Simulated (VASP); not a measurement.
# RbBr (I-4m2) in VASP: single point with PBE

Aim: the single point of RbBr with PBE.

Program: VASP 6.6.1. These are calculated values, not measurements. Logs are shortened: lines on timing, memory, paths and dates and some standing lists are left out, and cuts for length are marked.

### Step 1. The cell of the first run

The structure is tetragonal, space group I-4m2 (No. 119). Conventional cell: a = 5.335 Å, b = 5.335 Å, c = 8.084 Å, α = 90.00°, β = 90.00°, γ = 90.00°. Within 4.4 Å of Rb (site symmetry -4m2) lie 4 Br at 3.35 Å. Br (site symmetry -4m2) has 4 Rb at 3.35 Å within 4.4 Å.

### Step 2. Single point, PBE (epitaxial xy strain -2.5%)

INCAR

```
SYSTEM = RbBr
PREC     = Accurate       ! precision mode
ENCUT    = 520            ! plane-wave cutoff, eV
EDIFF    = 1E-6           ! SCF threshold, eV
ISMEAR   = 0              ! smearing method
SIGMA    = 0.01           ! smearing width, eV
LREAL    = .False.        ! projectors in reciprocal space
LASPH    = .True.         ! aspherical terms in the spheres
NELM     = 80             ! most SCF steps
ALGO     = Normal         ! electronic algorithm
ISIF     = 2              ! what is computed and relaxed
LWAVE    = .False.        ! write WAVECAR
LCHARG   = .True.         ! write CHGCAR
GGA      = PE             ! functional
LELF     = .True.         ! ELF
LVHAR    = .True.       
NBANDS   = 15             ! bands
```

KPOINTS

```
regular mesh
0
Gamma
  4 4 4
  0 0 0
```

POSCAR

```
RbBr
1.0
    0.0000000000      3.7727594430      4.0420150981
    3.7727594430      0.0000000000      4.0420150981
    3.7727594430      3.7727594430      0.0000000000
Rb Br
1 1
Direct
    0.0000000000      0.0000000000      0.0000000000
    0.2500000000      0.2500000000      0.2500000000
```

Potentials or basis: VASP PAW PBE potentials, release 64 (Rb_sv, Br).

Launch:

```console
cat potpaw_PBE.64/Rb_sv/POTCAR potpaw_PBE.64/Br/POTCAR > POTCAR
mpirun -np 1 vasp_std > vasp.out
```

OUTCAR:

```text
SYSTEM = RbBr
   PREC = Accurate
   ENCUT = 520
   EDIFF = 1E-6
   ISMEAR = 0
   LREAL = .False.
   LASPH = .True.
   NELM = 80
   ISIF = 2
   GGA = PE

 ion  position               nearest neighbor table
   1  0.000  0.000  0.000-   2 3.35   2 3.35   2 3.35   2 3.35
   2  0.250  0.250  0.250-   1 3.35   1 3.35   1 3.35   1 3.35

  LATTYP: Found a body centered tetragonal cell.
 ALAT       =     5.3354875719
 C/A-ratio  =     1.5151436654

  Lattice vectors:

 A1 = (  -3.7727594430,   0.0000000000,   4.0420150981)
 A2 = (   3.7727594430,   0.0000000000,   4.0420150981)
 A3 = (   0.0000000000,   3.7727594430,  -4.0420150981)

Analysis of symmetry for initial positions (statically):
=====================================================================
 Subroutine PRICEL returns:
 Original cell was already a primitive cell.

 Routine SETGRP: Setting up the symmetry group for a
 body centered tetragonal supercell.

 Subroutine GETGRP returns: Found  8 space group operations
 (whereof  8 operations were pure point group operations)
 out of a pool of 16 trial point group operations.

The static configuration has the point symmetry D_2d.

Analysis of symmetry for dynamics (positions and initial velocities):
=====================================================================
 Subroutine PRICEL returns:
 Original cell was already a primitive cell.

 Routine SETGRP: Setting up the symmetry group for a
 body centered tetragonal supercell.

 Subroutine GETGRP returns: Found  8 space group operations
 (whereof  8 operations were pure point group operations)
 out of a pool of 16 trial point group operations.

The dynamic configuration has the point symmetry D_2d.

 Subroutine INISYM returns: Found  8 space group operations
 (whereof  8 operations are pure point group operations),
 and found     1 'primitive' translations

----------------------------------------------------------------------------------------

                                     Primitive cell

  volume of cell :     115.0658

  direct lattice vectors                    reciprocal lattice vectors
     0.000000000  3.772759443  4.042015098    -0.132528990  0.132528990  0.123700676
     3.772759443  0.000000000  4.042015098     0.132528990 -0.132528990  0.123700676
     3.772759443  3.772759443  0.000000000     0.132528990  0.132528990 -0.123700676

  length of vectors
     5.529159056  5.529159056  5.335487572     0.224565634  0.224565634  0.224565634

  position of ions in fractional coordinates (direct lattice)
     0.000000000  0.000000000  0.000000000
     0.250000000  0.250000000  0.250000000

  ion indices of the primitive-cell ions
   primitive index   ion index
                 1           1
                 2           2

----------------------------------------------------------------------------------------

 KPOINTS: regular mesh

Automatic generation of k-mesh.
 Grid dimensions read from file:
 generate k-points for:    4    4    4

 Generating k-lattice:

  Cartesian coordinates                     Fractional coordinates (reciprocal lattice)
    -0.033132248  0.033132248  0.030925169     0.250000000  0.000000000  0.000000000
     0.033132248 -0.033132248  0.030925169     0.000000000  0.250000000  0.000000000
     0.033132248  0.033132248 -0.030925169     0.000000000  0.000000000  0.250000000

  Length of vectors
     0.056141408  0.056141408  0.056141408

  Shift w.r.t. Gamma in fractional coordinates (k-lattice)
     0.000000000  0.000000000  0.000000000

 Subroutine IBZKPT returns following result:
 ===========================================

 Found     13 irreducible k-points:

 Following reciprocal coordinates:
            Coordinates               Weight
  0.000000  0.000000  0.000000      1.000000
  0.250000  0.000000  0.000000      8.000000
  0.500000  0.000000  0.000000      4.000000
  0.250000  0.250000  0.000000      2.000000
  0.500000  0.250000  0.000000      8.000000
 -0.250000  0.250000  0.000000      4.000000
  0.500000  0.500000  0.000000      1.000000
  0.250000  0.000000  0.250000      4.000000
  0.500000  0.000000  0.250000     16.000000
 -0.250000  0.000000  0.250000      8.000000
 -0.250000  0.500000  0.250000      4.000000
  0.500000  0.000000  0.500000      2.000000
 -0.250000  0.250000  0.500000      2.000000
   k-points           NKPTS =     13   k-points in BZ     NKDIM =     13   number of bands    NBANDS=     15
   number of dos      NEDOS =    301   number of ions     NIONS =      2
   total plane-waves  NPLWV =  70560
   dimension x,y,z NGX =    42 NGY =   42 NGZ =   40
   dimension x,y,z NGXF=    84 NGYF=   84 NGZF=   80
   ions per type =               1   1
   NGX,Y,Z   is equivalent  to a cutoff of  12.63, 12.63, 12.46 a.u.
   NGXF,Y,Z  is equivalent  to a cutoff of  25.26, 25.26, 24.93 a.u.
 SYSTEM =  RbBr
   PREC   = accura    normal or accurate (medium, high low for compatibility)
   ISTART =      0    job   : 0-new  1-cont  2-samecut
   ICHARG =      2    charge: 1-file 2-atom 10-const
   ISPIN  =      1    spin polarized calculation?
   LNONCOLLINEAR =      F non collinear calculations
   LSORBIT =      F    spin-orbit coupling
   LASPH  =      T    aspherical Exc in radial PAW
   ENCUT  =  520.0 eV  38.22 Ry    6.18 a.u.  10.28 10.28  9.92*2*pi/ulx,y,z
   NELM   =     80;   NELMIN=  2; NELMDL= -5     # of ELM steps
   EDIFF  = 0.1E-05   stopping-criterion for ELM
   LREAL  =      F    real-space projection
   EDIFFG = 0.1E-04   stopping-criterion for IOM
   NSW    =      0    number of steps for IOM
   IBRION =     -1    ionic relax: 0-MD 1-quasi-New 2-CG
   NFREE  =      0    steps in history (QN), initial steepest desc. (CG)
   ISIF   =      2    stress and relaxation
   ISYM   =      2    0-nonsym 1-usesym 2-fastsym
   POTIM  = 0.5000    time-step for ionic-motion
   TEBEG  =    0.0;   TEEND  =   0.0 temperature during run
   PSTRESS=    0.0 pullay stress
   NELECT =      16.0000    total number of electrons
   NUPDOWN=      -1.0000    fix difference up-down
   EMIN   =  10.00;   EMAX   =-10.00  energy-range for DOS
   EFERMI =   0.00;   METHOD = LEGACY
   ISMEAR =     0;   SIGMA  =   0.01  broadening in eV -4-tet -1-fermi 0-gaus
   EFERMI_NEDOS =   21; number of points for ismear=-14 and -15
   IALGO  =     38    algorithm
   IMIX   =      4    mixing-type and parameters
     AMIX     =   0.40;   BMIX     =  1.00
     AMIX_MAG =   1.60;   BMIX_MAG =  1.00
  volume/ion in A,a.u.               =      57.53       388.25
  Fermi-wavevector in a.u.,A,eV,Ry     =   0.848137  1.602747  9.787170  0.719337
  Thomas-Fermi vector in A             =   1.963753
   LORBIT       =      0    0 simple, 1 ext, 2 COOP (PROOUT), +10 PAW based schemes
   GGA     = PE    functional components
   LHFCALC =     F    Hartree Fock is set to
   AEXX    =    0.0000 exact exchange contribution
   IVDW    =     0    specifies the selected vdW correction
   LEPSILON=     F    determine dielectric tensor
   LRPA    =     F    only Hartree local field effects (RPA)
 non-spin polarized calculation
 Gauss-broadening in eV      SIGMA  =   0.01
  energy-cutoff  :      520.00
  volume of cell :      115.07
 maximum number of plane-waves:      3114
 NGX is ok and might be reduce to    42
   NGX = 21   NGY = 21   NGZ = 19

 number of electron      15.9999998 magnetization

 Free energy of the ion-electron system (eV)
  ---------------------------------------------------
  ext. energy  EPLUGINS =         0.00000000
  ---------------------------------------------------
  free energy    TOTEN  =        -5.92575110 eV

  energy without entropy =       -5.92575110  energy(sigma->0) =       -5.92575110

 E-fermi :  -2.9482     XC(G=0):  -5.7580

 val. band max:       -3.0347293156   @ k =   0.5000   0.5000   0.0000
 cond. band min:       1.0165344157   @ k =   0.0000   0.0000   0.0000
 fundamental gap:      4.0512637313
 Fermi energy:        -2.9482321814

 k-point     1 :       0.0000    0.0000    0.0000
  band No.  band energies     occupation
      1     -27.6441      2.00000
      2     -14.9382      2.00000
      3     -11.7543      2.00000
      4     -11.7543      2.00000
      5     -11.7461      2.00000
      6      -3.1655      2.00000
      7      -3.1395      2.00000
      8      -3.1395      2.00000
      9       1.0165      0.00000
     10       4.8636      0.00000
     11       5.3363      0.00000
     12       5.8317      0.00000
     13       6.1985      0.00000
     14       6.1985      0.00000
     15       6.8955      0.00000

 k-point     2 :       0.2500    0.0000    0.0000
  band No.  band energies     occupation
      1     -27.6430      2.00000
      2     -14.9606      2.00000
      3     -11.7591      2.00000
      4     -11.7586      2.00000
      5     -11.7251      2.00000
      6      -3.2806      2.00000
      7      -3.1397      2.00000
      8      -3.1088      2.00000
      9       1.8327      0.00000
     10       4.5967      0.00000
     11       4.8873      0.00000
     12       5.1544      0.00000
     13       6.0275      0.00000
     14       6.5566      0.00000
     15       6.5608      0.00000

 k-point     3 :       0.5000    0.0000    0.0000
  band No.  band energies     occupation
      1     -27.6419      2.00000
      2     -14.9824      2.00000
      3     -11.7664      2.00000
      4     -11.7639      2.00000
      5     -11.7021      2.00000
      6      -3.3644      2.00000
      7      -3.1276      2.00000
      8      -3.0790      2.00000
      9       3.2204      0.00000
     10       3.4393      0.00000
     11       4.6493      0.00000
     12       4.8718      0.00000
     13       6.0298      0.00000
     14       6.2742      0.00000
     15       6.6643      0.00000

 k-point     4 :       0.2500    0.2500    0.0000
  band No.  band energies     occupation
      1     -27.6428      2.00000
      2     -14.9719      2.00000
      3     -11.7671      2.00000
      4     -11.7671      2.00000
      5     -11.6918      2.00000
      6      -3.3502      2.00000
      7      -3.0882      2.00000
      8      -3.0882      2.00000
      9       2.0189      0.00000
     10       3.6748      0.00000
     11       5.3272      0.00000
     12       5.7674      0.00000
     13       6.3880      0.00000
     14       6.3880      0.00000
     15       6.9274      0.00000
[... 109 lines left out ...]
 k-point    11 :      -0.2500    0.5000    0.2500
  band No.  band energies     occupation
      1     -27.6413      2.00000
      2     -14.9982      2.00000
      3     -11.7897      2.00000
      4     -11.7869      2.00000
      5     -11.6422      2.00000
      6      -3.3215      2.00000
      7      -3.2083      2.00000
      8      -3.0535      2.00000
      9       3.0110      0.00000
     10       3.6412      0.00000
     11       5.2745      0.00000
     12       5.5202      0.00000
     13       5.6714      0.00000
     14       5.9240      0.00000
     15       6.9642      0.00000

 k-point    12 :       0.5000    0.0000    0.5000
  band No.  band energies     occupation
      1     -27.6410      2.00000
      2     -14.9926      2.00000
      3     -11.7928      2.00000
      4     -11.7722      2.00000
      5     -11.6719      2.00000
      6      -3.4470      2.00000
      7      -3.0839      2.00000
      8      -3.0670      2.00000
      9       2.9028      0.00000
     10       3.6743      0.00000
     11       5.5073      0.00000
     12       5.8759      0.00000
     13       5.9825      0.00000
     14       6.1100      0.00000
     15       6.4676      0.00000

 k-point    13 :      -0.2500    0.2500    0.5000
  band No.  band energies     occupation
      1     -27.6410      2.00000
      2     -14.9925      2.00000
      3     -11.8025      2.00000
      4     -11.7725      2.00000
      5     -11.6623      2.00000
      6      -3.3267      2.00000
      7      -3.1951      2.00000
      8      -3.0837      2.00000
      9       2.9901      0.00000
     10       3.6711      0.00000
     11       5.3820      0.00000
     12       5.4659      0.00000
     13       5.8551      0.00000
     14       6.1302      0.00000
     15       6.9515      0.00000

------------------------ aborting loop because EDIFF is reached ----------------------------------------

  FORCE on cell =-STRESS in cart. coord.  units (eV):
  Direction    XX          YY          ZZ          XY          YZ          ZX
  --------------------------------------------------------------------------------------
  -------------------------------------------------------------------------------------
  Total        0.1711316      0.1711316      0.1345752      0.0000000      0.0000000      0.0000000
  in kB        2.3828381      2.3828381      1.8738273      0.0000000      0.0000000      0.0000000
  external PRESSURE =       2.2131678 kB  Pullay stress =       0.0000000 kB

 VOLUME and BASIS-vectors are now :
 -----------------------------------------------------------------------------
  energy-cutoff  :      520.00
  volume of cell :      115.07
      direct lattice vectors                 reciprocal lattice vectors
     0.000000000  3.772759443  4.042015098    -0.132528990  0.132528990  0.123700676
     3.772759443  0.000000000  4.042015098     0.132528990 -0.132528990  0.123700676
     3.772759443  3.772759443  0.000000000     0.132528990  0.132528990 -0.123700676

 POSITION                                       TOTAL-FORCE (eV/Angst)
 -----------------------------------------------------------------------------------
      0.00000      0.00000      0.00000        -0.000000     -0.000000     -0.000000
      1.88638      1.88638      2.02101         0.000000      0.000000      0.000000
 -----------------------------------------------------------------------------------
    total drift:                                0.000000      0.000000      0.000000

  FREE ENERGIE OF THE ION-ELECTRON SYSTEM (eV)
  ---------------------------------------------------
  free  energy   TOTEN  =        -5.9257511023 eV

  energy  without entropy=       -5.9257511023  energy(sigma->0) =       -5.92575110
```

It took 34 s on 1 thread of Intel Xeon Platinum 8259CL at 2.50GHz (Skylake/Cascade Lake), shared host; peak memory 0.25 GiB.

Results:

| Item | Value |
| --- | --- |
| Free energy | -5.9258 eV |
| Pressure | 0.2 GPa |
| Band gap on the k mesh | 4.05 eV (least direct gap 4.16 eV) |

Levels at points of the mesh, in eV from the valence-band top:
| k point | band 6 | band 7 | band 8 | band 9 | band 10 | band 11 |
| --- | --- | --- | --- | --- | --- | --- |
| (0.00, 0.00, 0.00) | -0.13 | -0.10 | -0.10 | 4.05 | 7.90 | 8.37 |
| (0.50, 0.00, 0.00) | -0.33 | -0.09 | -0.04 | 6.26 | 6.47 | 7.68 |
| (0.50, 0.50, 0.00) | -0.45 | 0.00 | 0.00 | 5.83 | 6.65 | 8.25 |
| (0.50, 0.00, 0.50) | -0.41 | -0.05 | -0.03 | 5.94 | 6.71 | 8.54 |

Caveat: the cell differs from its parent crystal (epitaxial xy strain -2.5%); the structure was generated, so it needn't be the stable form of RbBr.
